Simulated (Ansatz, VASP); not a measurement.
**Two plane-wave programs on Ga2O3**

File INCAR:

```
SYSTEM = Ga2O3
ALGO     = Normal         ! electronic algorithm
EDIFF    = 1E-6           ! SCF threshold, eV
ENCUT    = 520            ! plane-wave cutoff, eV
GGA      = PE             ! functional
ISIF     = 2              ! what is computed and relaxed
ISMEAR   = -1             ! smearing method
LASPH    = .TRUE.         ! aspherical terms in the spheres
LCHARG   = .FALSE.        ! write CHGCAR
LREAL    = .FALSE.        ! projectors in reciprocal space
LWAVE    = .FALSE.        ! write WAVECAR
NBANDS   = 55             ! bands
NELM     = 60             ! most SCF steps
PREC     = Accurate       ! precision mode
SIGMA    = 0.01           ! smearing width, eV
```

Contents of KPOINTS:

```
k-points
0
G
  7 7 7
  0 0 0
```

File POSCAR:

```
Ga2O3
1.0
    2.5289754451      1.4601046709      4.5413080054
   -2.5289754451      1.4601046709      4.5413080054
    0.0000000000     -2.9202092911      4.5413080216
Ga O
4 6
Direct
    0.8558413509      0.8558413492      0.8558413503
    0.6441586507      0.6441586494      0.6441586502
    0.1441586502      0.1441586499      0.1441586501
    0.3558413504      0.3558413497      0.3558413501
    0.7500000010      0.4469003095      0.0530996903
    0.4469003104      0.0530996898      0.7500000001
    0.0530996901      0.7499999997      0.4469003101
    0.2500000001      0.5530996896      0.9469003101
    0.9469003110      0.2499999994      0.5530996903
    0.5530996908      0.9469003093      0.2500000003
```

Input for Ansatz:

```yaml
crystal:
  lattice:
    - [2.5289754451, 1.4601046709, 4.5413080054]
    - [-2.5289754451, 1.4601046709, 4.5413080054]
    - [0.0, -2.9202092911, 4.5413080216]
  atoms:
    - { symbol: Ga, position: [0.8558413509, 0.8558413492, 0.8558413503] }
    - { symbol: Ga, position: [0.6441586507, 0.6441586494, 0.6441586502] }
    - { symbol: Ga, position: [0.1441586502, 0.1441586499, 0.1441586501] }
    - { symbol: Ga, position: [0.3558413504, 0.3558413497, 0.3558413501] }
    - { symbol: O, position: [0.750000001, 0.4469003095, 0.0530996903] }
    - { symbol: O, position: [0.4469003104, 0.0530996898, 0.7500000001] }
    - { symbol: O, position: [0.0530996901, 0.7499999997, 0.4469003101] }
    - { symbol: O, position: [0.2500000001, 0.5530996896, 0.9469003101] }
    - { symbol: O, position: [0.946900311, 0.2499999994, 0.5530996903] }
    - { symbol: O, position: [0.5530996908, 0.9469003093, 0.2500000003] }
basis:
  ecutwfc: 420.0
  ecutrho_ratio: 4
  xc_grid: 2
  precision: f64
hamiltonian:
  pseudopotentials: { kind: paw, azcp: { folder: soft_1 } }
scf:
  max_iter: 80
  self_checks: high
  occupations: { method: fermi_dirac, width: 0.01 }
kpoints:
  mp_grid: { grid: [7, 7, 7] }
  band_path: { path: [VBM, CBM], npoints: 1 }
checkpoint:
  write: "../edges.point.run"
  compress: false
  write_wavefunctions: true
  write_every: 100000
```

Alike in both runs: task single point; functional PBE; k mesh 7 × 7 × 7; occupations fermi-dirac, width 0.01 eV; no spin polarisation.

|  | VASP | Ansatz |
| --- | --- | --- |
| version | VASP 6.6.1 | Ansatz 0.2.0 |
| potentials or method | VASP PAW PBE potentials, release 64 (Ga_d, O), cutoff 520 eV | plane-wave PAW DFT |
| valence electrons in the cell | 88 | 88 |

|  | VASP | Ansatz | Ansatz less VASP |
| --- | --- | --- | --- |
| gap on the k mesh at the Fermi level (eV) | 2.40 | 2.41 | +0.014 |
